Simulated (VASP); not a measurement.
Write the native input for VASP 6.6.1 that does the following.

```yaml
Task: relaxation of cell and atoms
Functional: PBE
Potentials_or_basis: VASP PAW PBE potentials, release 64 (Ga_d, N)
Cutoff: 600 eV
k_mesh: 15 × 15 × 15
Occupations: fermi-dirac, width 0.05 eV
Spin: no spin polarisation
Target_pressure: -0.0031 GPa
Dipole_correction: no
Further_INCAR_settings: ALGO = Normal; EDIFF = 1e-07; IBRION = 2; EDIFFG = -0.005; NSW = 32; ISIF = 3
```

The structure of GaN (zincblende type) lies in POSCAR:

```
GaN
1.0
    0.0000000000      2.2742808918      2.2742808918
    2.2742808918      0.0000000000      2.2742808918
    2.2742808918      2.2742808918      0.0000000000
Ga N
1 1
Direct
    0.0000000000      0.0000000000      0.0000000000
    0.2500000000      0.2500000000      0.2500000000
```

These files were run (other wordings do the same):

INCAR

```
SYSTEM = GaN
PREC = Accurate
ENCUT = 600
EDIFF = 1E-7
ISMEAR = -1
SIGMA = 0.05
LREAL = .FALSE.
LASPH = .TRUE.
NELM = 100
ALGO = Normal
ISIF = 3
LWAVE = .FALSE.
LCHARG = .FALSE.
GGA = PE
IBRION = 2
NSW = 32
EDIFFG = -0.005
PSTRESS = -0.031
```

KPOINTS

```
Automatic mesh
0
G
  15 15 15
  0 0 0
```

Potentials or basis: VASP PAW PBE potentials, release 64 (Ga_d, N).

Command:

```bash
$ cat potpaw_PBE.64/Ga_d/POTCAR potpaw_PBE.64/N/POTCAR > POTCAR
$ mpirun -np 1 vasp_std > vasp.out
```

It gave:

The pressure after relaxing is -0.1 GPa and the band gap on the k mesh is 1.55 eV, direct.

Caveat: the relaxation stopped at its first step, so nothing moved; the cell is relaxed towards a set pressure, so the enthalpy falls and the energy may rise.

It took 35 s on 1 thread of AMD EPYC 9R45 96-Core Processor (Zen 5) (shared host), peak memory 0.16 GiB.
